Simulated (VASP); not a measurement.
The system is MgS.

```
CELL_PARAMETERS angstrom
0.00000 2.60152 2.71781
2.60152 0.00000 2.71781
2.60152 2.60152 0.00000
ATOMIC_POSITIONS crystal
Mg 0.00000 0.00000 0.00000
S 0.50000 0.50000 0.50000
```

This cell differs from its parent crystal: uniaxial z strain +4.5%.

Program: VASP 6.6.1. Alike in all runs: task single point; potentials or basis VASP PAW PBE potentials, release 64 (Mg, S); no spin polarisation; cell as given; cutoff (eV) 520.

Task: Order these runs on this cell by their band gap on the k mesh, lowest first.
A. level PBE; k mesh 8 × 8 × 8; smearing fermi-dirac 0.02 eV
B. level r2SCAN; k mesh 8 × 8 × 8; smearing gaussian 0.01 eV
C. level HSE06; k mesh 6 × 6 × 6; smearing gaussian 0.01 eV; grid for exact exchange (PRECFOCK) Normal; share of exact exchange 0.25; screening parameter 0.2079 1/Å

Result: A (2.51 eV), B (3.17 eV), C (3.46 eV).

Caveats: the cell stands under tension (at least some runs).

A k mesh can miss the band edges.
